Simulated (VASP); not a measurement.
Crystal: LiNbO3.

```
Li Nb O
1.0
     2.62710    1.51676    4.62530
    -2.62710    1.51676    4.62530
     0.00000   -3.03351    4.62530
Li Nb O
2 2 6
Cartesian
  0.0000 0.0000 3.9893
  0.0000 0.0000 10.9273
  0.0000 0.0000 0.1776
  0.0000 0.0000 7.1156
  -0.5824 -1.5005 5.7812
  1.5907 0.2459 5.7812
  -1.0083 1.2547 5.7812
  -1.6188 -0.2621 8.0938
  0.5824 1.5330 8.0938
  1.0364 -1.2709 8.0938
```

| Item | Value |
| --- | --- |
| Program | VASP 6.6.1 |
| Task | relaxation of the atoms |
| Functional | PBE |
| Potentials or basis | VASP PAW PBE potentials, release 64 (Li_sv, Nb_sv, O) |
| Cutoff | 520 eV |
| k mesh | 5 × 5 × 5 |
| Occupations | gaussian, width 0.01 eV |
| Spin | no spin polarisation |

At the start: pressure 0.1 GPa; volume 11.06 Å³/atom.

Q: Where does the relaxation end?

A: Over 19 steps the energy falls by 10.2 meV/atom at a fixed cell; space group R3c (No. 161, to 0.1 Å) before and after.

The path:
| step | energy change (eV) | largest force (eV/Å) | pressure (GPa) |
| --- | --- | --- | --- |
| 1 | 0.0000 | 0.3939 | 0.13 |
| 2 | -0.0370 | 0.2980 | -0.40 |
| 3 | -0.0750 | 0.1746 | -1.88 |
| 4 | -0.0765 | 0.1628 | -1.63 |
| 5 | -0.0833 | 0.1417 | -1.18 |
| 6 | -0.0840 | 0.1765 | -1.00 |
| 7 | -0.0891 | 0.1105 | -1.38 |
| 8 | -0.0928 | 0.0787 | -2.09 |
| 9 | -0.0954 | 0.0690 | -2.05 |
| 10 | -0.1006 | 0.0421 | -1.89 |
| 11 | -0.0979 | 0.0644 | -1.54 |
| 12 | -0.1017 | 0.0297 | -1.78 |
| 13 | -0.1018 | 0.0293 | -1.77 |
| 14 | -0.1022 | 0.0153 | -1.57 |
| 15 | -0.1022 | 0.0180 | -1.49 |
| 16 | -0.1021 | 0.0321 | -1.65 |
| 17 | -0.1023 | 0.0048 | -1.56 |
| 18 | -0.1023 | 0.0058 | -1.56 |
| 19 | -0.1023 | 0.0011 | -1.53 |

Final structure:
```
Li Nb O
1.0
     2.62710    1.51676    4.62530
    -2.62710    1.51676    4.62530
     0.00000   -3.03351    4.62530
Li Nb O
2 2 6
Direct
  0.29660 0.29660 0.29660
  0.79660 0.79660 0.79660
  0.01622 0.01622 0.01622
  0.51622 0.51622 0.51622
  0.13098 0.36861 0.73779
  0.73779 0.13098 0.36861
  0.36861 0.73779 0.13098
  0.23779 0.86861 0.63098
  0.86861 0.63098 0.23779
  0.63098 0.23779 0.86861
```

Caveat: the cutoff is under 1.25 times the usual one of these potentials, so pressure, stress and relaxed cells hold a basis-set (Pulay) error.
